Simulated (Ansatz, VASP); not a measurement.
Two plane-wave programs on Os

File INCAR:

```
SYSTEM = Os
PREC = Accurate
ENCUT = 520
EDIFF = 1E-7
ISMEAR = -1
SIGMA = 0.1
LREAL = .FALSE.
LASPH = .TRUE.
NELM = 60
ALGO = Normal
ISIF = 2
LWAVE = .FALSE.
LCHARG = .TRUE.
GGA = PE
LELF = .TRUE.
LVHAR = .TRUE.
NBANDS = 15
```

Contents of KPOINTS:

```
Automatic mesh
0
G
  11 11 11
  0 0 0
```

Contents of POSCAR:

```
Os
1.0
    0.0000000000      2.7021051242      2.7021051242
    2.7021051242      0.0000000000      2.7021051242
    2.7021051242      2.7021051242      0.0000000000
Os
2
Direct
    0.1250000000      0.1250000000      0.1250000000
    0.8750000000      0.8750000000      0.8750000000
```

Input for Ansatz:

```yaml
crystal:
  lattice:
    - [0.0, 2.7021051242, 2.7021051242]
    - [2.7021051242, 0.0, 2.7021051242]
    - [2.7021051242, 2.7021051242, 0.0]
  atoms:
    - { symbol: Os, position: [0.125, 0.125, 0.125] }
    - { symbol: Os, position: [0.875, 0.875, 0.875] }
hamiltonian:
  xc: pbe
  pseudopotentials:
    kind: paw
    azcp:
      Os: "pseudopotentials/Os.paw.azcp"
basis:
  ecutwfc: 420
  fft_grid_basis: typed
kpoints:
  mp_grid: { grid: [11, 11, 11], shift: [0, 0, 0] }
magnetization:
  spin_polarized: false
scf:
  occupations: { method: fermi_dirac, width: 0.1 }
  lower_state_search: "off"
output:
  stress: true
```

Alike in both runs: task single point; functional PBE; k mesh 11 × 11 × 11; occupations fermi-dirac, width 0.1 eV; no spin polarisation.

|  | VASP | Ansatz |
| --- | --- | --- |
| version | VASP 6.6.1 | Ansatz 0.2.0 |
| potentials or method | VASP PAW PBE potentials, release 64 (Os), cutoff 520 eV | plane waves (420 eV) with PAW, scalar-relativistic |
| valence electrons in the cell | 16 | 32 |

```tsv
	VASP	Ansatz	Ansatz less VASP
pressure (GPa)	19.1	20.7	+1.58
```

With one functional, cell and mesh, what is left measures potentials, basis and numerics. VASP's potentials hold 16 valence electrons a cell and Ansatz's 32, so a difference there can come from the potentials and not from the codes.

Spin-orbit coupling is off throughout.
